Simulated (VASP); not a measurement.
# WC (P-6m2) in VASP: further runs

The runs below take WC through single point, relaxation of cell and atoms, with PBE.

Everything below comes from runs of VASP 6.6.1. Logs are shortened: lines on timing, memory, paths and dates and some standing lists are left out, and cuts for length are marked.

**1. The cell of the first run**

The structure is hexagonal, space group P-6m2 (No. 187). The conventional cell has a = 2.922 Å, b = 2.922 Å, c = 2.847 Å, α = 90.00°, β = 90.00°, γ = 120.00°. W (site symmetry -6m2) has 6 C at 2.21 Å and 2 W at 2.85 Å within 2.9 Å. Within 2.9 Å of C (site symmetry -6m2) lie 6 W at 2.21 Å and 2 C at 2.85 Å.

**2. Single point, PBE**

INCAR reads:

```
SYSTEM = WC
PREC     = Accurate       ! precision mode
ENCUT    = 520            ! plane-wave cutoff, eV
EDIFF    = 1E-6           ! SCF threshold, eV
ISMEAR   = 0              ! smearing method
SIGMA    = 0.1            ! smearing width, eV
LREAL    = .False.        ! projectors in reciprocal space
LASPH    = .True.         ! aspherical terms in the spheres
NELM     = 60             ! most SCF steps
ALGO     = Normal         ! electronic algorithm
ISIF     = 2              ! what is computed and relaxed
LWAVE    = .False.        ! write WAVECAR
LCHARG   = .True.         ! write CHGCAR
GGA      = PE             ! functional
LELF     = .True.         ! ELF
LVHAR    = .True.       
NBANDS   = 16             ! bands
```

KPOINTS reads:

```
regular mesh
0
Gamma
  18 18 14
  0 0 0
```

POSCAR reads:

```
WC
1.0
    2.9217712149      0.0000000000      0.0000000000
   -1.4608856074      2.5303280962      0.0000000000
    0.0000000000      0.0000000000      2.8470769657
W C
1 1
Direct
    0.0000000000      0.0000000000      0.0000000000
    0.6666666667      0.3333333333      0.5000000000
```

Potentials or basis: VASP PAW PBE potentials, release 64 (W_sv, C).

The run is started by

```console
cat potpaw_PBE.64/W_sv/POTCAR potpaw_PBE.64/C/POTCAR > POTCAR
mpirun -np 1 vasp_std > vasp.out
```

OUTCAR:

```text
SYSTEM = WC
   PREC = Accurate
   ENCUT = 520
   EDIFF = 1E-6
   ISMEAR = 0
   LREAL = .False.
   LASPH = .True.
   NELM = 60
   ISIF = 2
   GGA = PE

 ion  position               nearest neighbor table
   1  0.000  0.000  0.000-   2 2.21   2 2.21   2 2.21   2 2.21   2 2.21   2 2.21
   2  0.667  0.333  0.500-   1 2.21   1 2.21   1 2.21   1 2.21   1 2.21   1 2.21

  LATTYP: Found a hexagonal cell.
 ALAT       =     2.9217712149
 C/A-ratio  =     0.9744352847

  Lattice vectors:

 A1 = (   2.9217712149,   0.0000000000,   0.0000000000)
 A2 = (  -1.4608856074,   2.5303280962,   0.0000000000)
 A3 = (   0.0000000000,   0.0000000000,   2.8470769657)

Analysis of symmetry for initial positions (statically):
=====================================================================
 Subroutine PRICEL returns:
 Original cell was already a primitive cell.

 Routine SETGRP: Setting up the symmetry group for a
 hexagonal supercell.

 Subroutine GETGRP returns: Found 12 space group operations
 (whereof 12 operations were pure point group operations)
 out of a pool of 24 trial point group operations.

The static configuration has the point symmetry D_3h.

Analysis of symmetry for dynamics (positions and initial velocities):
=====================================================================
 Subroutine PRICEL returns:
 Original cell was already a primitive cell.

 Routine SETGRP: Setting up the symmetry group for a
 hexagonal supercell.

 Subroutine GETGRP returns: Found 12 space group operations
 (whereof 12 operations were pure point group operations)
 out of a pool of 24 trial point group operations.

The dynamic configuration has the point symmetry D_3h.

 Subroutine INISYM returns: Found 12 space group operations
 (whereof 12 operations are pure point group operations),
 and found     1 'primitive' translations

----------------------------------------------------------------------------------------

                                     Primitive cell

  volume of cell :      21.0486

  direct lattice vectors                    reciprocal lattice vectors
     2.921771215  0.000000000  0.000000000     0.342258146  0.197602833  0.000000000
    -1.460885607  2.530328096  0.000000000     0.000000000  0.395205666  0.000000000
     0.000000000  0.000000000  2.847076966     0.000000000  0.000000000  0.351237431

  length of vectors
     2.921771215  2.921771215  2.847076966     0.395205666  0.395205666  0.351237431

  position of ions in fractional coordinates (direct lattice)
     0.000000000  0.000000000  0.000000000
     0.666666667  0.333333333  0.500000000

  ion indices of the primitive-cell ions
   primitive index   ion index
                 1           1
                 2           2

----------------------------------------------------------------------------------------

 KPOINTS: regular mesh

Automatic generation of k-mesh.
 Grid dimensions read from file:
 generate k-points for:   18   18   14

 Generating k-lattice:

  Cartesian coordinates                     Fractional coordinates (reciprocal lattice)
     0.019014341  0.010977935  0.000000000     0.055555556  0.000000000  0.000000000
     0.000000000  0.021955870  0.000000000     0.000000000  0.055555556  0.000000000
     0.000000000  0.000000000  0.025088388     0.000000000  0.000000000  0.071428571

  Length of vectors
     0.021955870  0.021955870  0.025088388

  Shift w.r.t. Gamma in fractional coordinates (k-lattice)
     0.000000000  0.000000000  0.000000000

 Subroutine IBZKPT returns following result:
 ===========================================

 Found    296 irreducible k-points:

 Following reciprocal coordinates:
            Coordinates               Weight
  0.000000  0.000000  0.000000      1.000000
  0.055556  0.000000  0.000000      6.000000
  0.111111  0.000000  0.000000      6.000000
  0.166667  0.000000  0.000000      6.000000
  0.222222  0.000000  0.000000      6.000000
  0.277778  0.000000  0.000000      6.000000
[... 16 lines left out ...]
  0.333333  0.111111  0.000000     12.000000
  0.388889  0.111111  0.000000     12.000000
 [... further k-points ...]
   k-points           NKPTS =    296   k-points in BZ     NKDIM =    296   number of bands    NBANDS=     16
   number of dos      NEDOS =    301   number of ions     NIONS =      2
   total plane-waves  NPLWV =  13824
   dimension x,y,z NGX =    24 NGY =   24 NGZ =   24
   dimension x,y,z NGXF=    48 NGYF=   48 NGZF=   48
   ions per type =               1   1
   NGX,Y,Z   is equivalent  to a cutoff of  13.66, 13.66, 14.01 a.u.
   NGXF,Y,Z  is equivalent  to a cutoff of  27.31, 27.31, 28.03 a.u.
 SYSTEM =  WC
   PREC   = accura    normal or accurate (medium, high low for compatibility)
   ISTART =      0    job   : 0-new  1-cont  2-samecut
   ICHARG =      2    charge: 1-file 2-atom 10-const
   ISPIN  =      1    spin polarized calculation?
   LNONCOLLINEAR =      F non collinear calculations
   LSORBIT =      F    spin-orbit coupling
   LASPH  =      T    aspherical Exc in radial PAW
   ENCUT  =  520.0 eV  38.22 Ry    6.18 a.u.   5.43  5.43  5.29*2*pi/ulx,y,z
   NELM   =     60;   NELMIN=  2; NELMDL= -5     # of ELM steps
   EDIFF  = 0.1E-05   stopping-criterion for ELM
   LREAL  =      F    real-space projection
   EDIFFG = 0.1E-04   stopping-criterion for IOM
   NSW    =      0    number of steps for IOM
   IBRION =     -1    ionic relax: 0-MD 1-quasi-New 2-CG
   NFREE  =      0    steps in history (QN), initial steepest desc. (CG)
   ISIF   =      2    stress and relaxation
   ISYM   =      2    0-nonsym 1-usesym 2-fastsym
   POTIM  = 0.5000    time-step for ionic-motion
   TEBEG  =    0.0;   TEEND  =   0.0 temperature during run
   PSTRESS=    0.0 pullay stress
   NELECT =      18.0000    total number of electrons
   NUPDOWN=      -1.0000    fix difference up-down
   EMIN   =  10.00;   EMAX   =-10.00  energy-range for DOS
   EFERMI =   0.00;   METHOD = LEGACY
   ISMEAR =     0;   SIGMA  =   0.10  broadening in eV -4-tet -1-fermi 0-gaus
   EFERMI_NEDOS =   21; number of points for ismear=-14 and -15
   IALGO  =     38    algorithm
   IMIX   =      4    mixing-type and parameters
     AMIX     =   0.40;   BMIX     =  1.00
     AMIX_MAG =   1.60;   BMIX_MAG =  1.00
  volume/ion in A,a.u.               =      10.52        71.02
  Fermi-wavevector in a.u.,A,eV,Ry     =   1.553907  2.936458 32.852978  2.414626
  Thomas-Fermi vector in A             =   2.658070
   LORBIT       =      0    0 simple, 1 ext, 2 COOP (PROOUT), +10 PAW based schemes
   GGA     = PE    functional components
   LHFCALC =     F    Hartree Fock is set to
   AEXX    =    0.0000 exact exchange contribution
   IVDW    =     0    specifies the selected vdW correction
   LEPSILON=     F    determine dielectric tensor
   LRPA    =     F    only Hartree local field effects (RPA)
 non-spin polarized calculation
 Gauss-broadening in eV      SIGMA  =   0.10
  energy-cutoff  :      520.00
  volume of cell :       21.05
 maximum number of plane-waves:       587
 NGX is ok and might be reduce to    24
   NGX = 11   NGY = 11   NGZ = 11

 number of electron      18.0000000 magnetization

 Free energy of the ion-electron system (eV)
  ---------------------------------------------------
  ext. energy  EPLUGINS =         0.00000000
  ---------------------------------------------------
  free energy    TOTEN  =       -22.44990459 eV

  energy without entropy =      -22.44851195  energy(sigma->0) =      -22.44920827

 E-fermi :  10.8651     XC(G=0): -13.7208

 val. band max:       10.8564025547   @ k =   0.4444   0.0000   0.5000
 cond. band min:      10.8756056282   @ k =   0.4444   0.0556   0.4286
 fundamental gap:      0.0192030735
 Fermi energy:        10.8651474215

 k-point     1 :       0.0000    0.0000    0.0000
  band No.  band energies     occupation
      1     -63.1568      2.00000
      2     -27.1333      2.00000
      3     -27.0429      2.00000
      4     -27.0429      2.00000
      5      -3.4646      2.00000
      6       6.6469      2.00000
[... 8 lines left out ...]
     15      25.0923      0.00000
     16      27.4745      0.00000

 k-point     2 :       0.0556    0.0000    0.0000
  band No.  band energies     occupation
      1     -63.1552      2.00000
      2     -27.1302      2.00000
      3     -27.0674      2.00000
      4     -27.0485      2.00000
      5      -3.3847      2.00000
      6       6.6762      2.00000
[... 8 lines left out ...]
     15      24.9112      0.00000
     16      27.6437      0.00000

 k-point     3 :       0.1111    0.0000    0.0000
  band No.  band energies     occupation
      1     -63.1505      2.00000
      2     -27.1373      2.00000
      3     -27.1212      2.00000
      4     -27.0644      2.00000
      5      -3.1510      2.00000
      6       6.6420      2.00000
[... 8 lines left out ...]
     15      24.6102      0.00000
     16      28.1318      0.00000

 k-point     4 :       0.1667    0.0000    0.0000
  band No.  band energies     occupation
      1     -63.1433      2.00000
      2     -27.2431      2.00000
      3     -27.1074      2.00000
      4     -27.0887      2.00000
      5      -2.7815      2.00000
      6       6.2618      2.00000
[... 8 lines left out ...]
     15      24.4546      0.00000
     16      28.8844      0.00000

 k-point     5 :       0.2222    0.0000    0.0000
  band No.  band energies     occupation
      1     -63.1345      2.00000
      2     -27.3707      2.00000
      3     -27.1183      2.00000
      4     -27.0904      2.00000
      5      -2.3048      2.00000
      6       5.7122      2.00000
[... 8 lines left out ...]
     15      24.5964      0.00000
     16      29.0862      0.00000

 k-point     6 :       0.2778    0.0000    0.0000
  band No.  band energies     occupation
      1     -63.1251      2.00000
      2     -27.5040      2.00000
      3     -27.1497      2.00000
      4     -27.0722      2.00000
      5      -1.7599      2.00000
      6       5.1607      2.00000
[... 8 lines left out ...]
     15      25.1137      0.00000
     16      28.4918      0.00000

 k-point     7 :       0.3333    0.0000    0.0000
  band No.  band energies     occupation
      1     -63.1163      2.00000
      2     -27.6269      2.00000
      3     -27.1790      2.00000
      4     -27.0551      2.00000
      5      -1.1972      2.00000
      6       4.6694      2.00000
[... 8 lines left out ...]
     15      25.6441      0.00000
     16      27.4007      0.00000

 k-point     8 :       0.3889    0.0000    0.0000
  band No.  band energies     occupation
      1     -63.1091      2.00000
      2     -27.7255      2.00000
      3     -27.2027      2.00000
      4     -27.0411      2.00000
      5      -0.6842      2.00000
      6       4.2731      2.00000
[... 8 lines left out ...]
     15      24.9015      0.00000
     16      27.7097      0.00000

 k-point     9 :       0.4444    0.0000    0.0000
  band No.  band energies     occupation
      1     -63.1043      2.00000
      2     -27.7891      2.00000
      3     -27.2182      2.00000
      4     -27.0319      2.00000
      5      -0.3098      2.00000
      6       4.0055      2.00000
[... 8 lines left out ...]
     15      23.9150      0.00000
     16      28.4661      0.00000
[... 172 lines left out ...]
 k-point    19 :       0.1111    0.1111    0.0000
  band No.  band energies     occupation
      1     -63.1394      2.00000
      2     -27.2926      2.00000
      3     -27.1106      2.00000
      4     -27.0997      2.00000
      5      -2.5686      2.00000
      6       6.0395      2.00000
[... 8 lines left out ...]
     15      24.4877      0.00000
     16      28.9455      0.00000

 k-point    20 :       0.1667    0.1111    0.0000
  band No.  band energies     occupation
      1     -63.1311      2.00000
      2     -27.4028      2.00000
      3     -27.1478      2.00000
      4     -27.0837      2.00000
      5      -2.1052      2.00000
      6       5.5573      2.00000
[... 8 lines left out ...]
     15      24.7151      0.00000
     16      28.9573      0.00000

 k-point    21 :       0.2222    0.1111    0.0000
  band No.  band energies     occupation
      1     -63.1223      2.00000
      2     -27.5176      2.00000
      3     -27.1876      2.00000
      4     -27.0666      2.00000
      5      -1.5724      2.00000
      6       5.0778      2.00000
[... 8 lines left out ...]
     15      25.2474      0.00000
     16      28.2726      0.00000

 k-point    22 :       0.2778    0.1111    0.0000
  band No.  band energies     occupation
      1     -63.1140      2.00000
      2     -27.6235      2.00000
      3     -27.2250      2.00000
      4     -27.0505      2.00000
      5      -1.0196      2.00000
      6       4.6500      2.00000
[... 8 lines left out ...]
     15      25.8398      0.00000
     16      27.2821      0.00000

 k-point    23 :       0.3333    0.1111    0.0000
  band No.  band energies     occupation
      1     -63.1072      2.00000
      2     -27.7087      2.00000
      3     -27.2554      2.00000
      4     -27.0374      2.00000
      5      -0.5141      2.00000
      6       4.3060      2.00000
[... 8 lines left out ...]
     15      25.3270      0.00000
     16      27.5355      0.00000

 k-point    24 :       0.3889    0.1111    0.0000
  band No.  band energies     occupation
      1     -63.1027      2.00000
      2     -27.7637      2.00000
      3     -27.2752      2.00000
      4     -27.0287      2.00000
      5      -0.1450      2.00000
      6       4.0753      2.00000
[... 8 lines left out ...]
     15      24.4784      0.00000
     16      28.2074      0.00000

 [... further k-points ...]
[... 5 lines left out ...]
  --------------------------------------------------------------------------------------
  -------------------------------------------------------------------------------------
  Total        0.1252189      0.1252189      0.1640737      0.0000000     -0.0000000     -0.0000000
  in kB        9.5314311      9.5314311     12.4889859      0.0000000     -0.0000000     -0.0000000
  external PRESSURE =      10.5172827 kB  Pullay stress =       0.0000000 kB

 VOLUME and BASIS-vectors are now :
 -----------------------------------------------------------------------------
  energy-cutoff  :      520.00
  volume of cell :       21.05
      direct lattice vectors                 reciprocal lattice vectors
     2.921771215  0.000000000  0.000000000     0.342258146  0.197602833  0.000000000
    -1.460885607  2.530328096  0.000000000     0.000000000  0.395205666  0.000000000
     0.000000000  0.000000000  2.847076966     0.000000000  0.000000000  0.351237431

 POSITION                                       TOTAL-FORCE (eV/Angst)
 -----------------------------------------------------------------------------------
      0.00000      0.00000      0.00000        -0.000000      0.000000      0.000000
      1.46089      0.84344      1.42354         0.000000     -0.000000      0.000000
 -----------------------------------------------------------------------------------
    total drift:                                0.000000     -0.000000      0.000000

  FREE ENERGIE OF THE ION-ELECTRON SYSTEM (eV)
  ---------------------------------------------------
  free  energy   TOTEN  =       -22.4499045938 eV

  energy  without entropy=      -22.4485119523  energy(sigma->0) =      -22.44920827
```

Wall time 37 s (1 thread of AMD EPYC 9R45 (Zen 5), shared host); peak memory 0.19 GiB.

Results:

```yaml
Free_energy: -22.4499 eV
Pressure: 1.1 GPa
Band_gap_on_the_k_mesh: zero (band 9 reaches 11.51 eV, above the bottom of band 10 at 10.31 eV)
```

Caveat: spin-orbit coupling is left out, which moves the levels of the heavy elements.

**3. Single point, PBE**

INCAR reads:

```
PREC = Accurate ; ENCUT = 520
EDIFF = 1E-6 ; ISMEAR = 0
SIGMA = 0.1 ; LREAL = False
LASPH = True ; NELM = 100
ALGO = Normal ; ISIF = 2
LWAVE = False ; LCHARG = False
GGA = PE ; NBANDS = 16
ISYM = 0
```

KPOINTS reads:

```
Automatic mesh
0
Gamma
  12 12 14
```

POSCAR reads:

```
WC
1.0
    2.8470769657      0.0000000000      0.0000000000
    0.0000000000      2.9217712149      0.0000000000
    0.0000000000     -1.4608856074      2.5303280961
W C
1 1
Direct
    0.0000000000      0.0000000000      0.0000000000
    0.5000000000      0.3333333333      0.6666666667
```

Potentials or basis: VASP PAW PBE potentials, release 64 (W_sv, C).

The run is started by

```console
cat potpaw_PBE.64/W_sv/POTCAR potpaw_PBE.64/C/POTCAR > POTCAR
mpirun -np 1 vasp_std > vasp.out
```

Wall time 2.1 min (1 thread of Intel Xeon Platinum 8559C (Emerald Rapids), shared host); peak memory 0.43 GiB.

It converged, with:

| Item | Value |
| --- | --- |
| Free energy | -22.4505 eV |
| Pressure | 1.1 GPa |
| Band gap on the k mesh | zero (band 9 reaches 11.57 eV, above the bottom of band 10 at 10.31 eV) |

Forces on the atoms (eV/Å):
```
W    0.000  0.000  0.002
C    0.000  0.000 -0.002
```

Stress tensor (GPa, compression positive):
```
1.29 0.00 0.00
0.00 1.06 0.06
0.00 0.06 1.01
```

Levels at points of the mesh, in eV from the Fermi level:
| k point | band 5 | band 6 | band 7 | band 8 | band 9 | band 10 | band 11 | band 12 | band 13 | band 14 |
| --- | --- | --- | --- | --- | --- | --- | --- | --- | --- | --- |
| (0.00, 0.00, 0.00) | -14.32 | -4.21 | -3.26 | -3.26 | 0.12 | 3.19 | 3.19 | 5.57 | 5.57 | 6.29 |
| (0.50, 0.00, 0.00) | -10.37 | -8.54 | -1.97 | -1.97 | -0.55 | -0.55 | 3.66 | 4.50 | 4.50 | 9.90 |
| (0.00, 0.50, 0.00) | -11.03 | -6.95 | -3.52 | -3.48 | -0.45 | 2.33 | 4.46 | 4.80 | 6.80 | 9.59 |
| (0.50, 0.50, 0.00) | -11.18 | -6.35 | -4.23 | -4.13 | 0.28 | 4.35 | 5.23 | 6.53 | 9.06 | 9.97 |
| (0.00, 0.00, 0.50) | -11.03 | -6.95 | -3.52 | -3.48 | -0.45 | 2.33 | 4.46 | 4.80 | 6.80 | 9.59 |
| (0.50, 0.00, 0.50) | -11.18 | -6.35 | -4.23 | -4.13 | 0.28 | 4.35 | 5.23 | 6.53 | 9.06 | 9.97 |
| (0.00, 0.50, 0.50) | -11.03 | -6.95 | -3.52 | -3.48 | -0.45 | 2.33 | 4.46 | 4.80 | 6.80 | 9.59 |
| (0.50, 0.50, 0.50) | -11.18 | -6.35 | -4.23 | -4.13 | 0.28 | 4.35 | 5.23 | 6.53 | 9.06 | 9.97 |

Caveat: spin-orbit coupling is left out, which moves the levels of the heavy elements.

(Continued in part 2 of 2.)
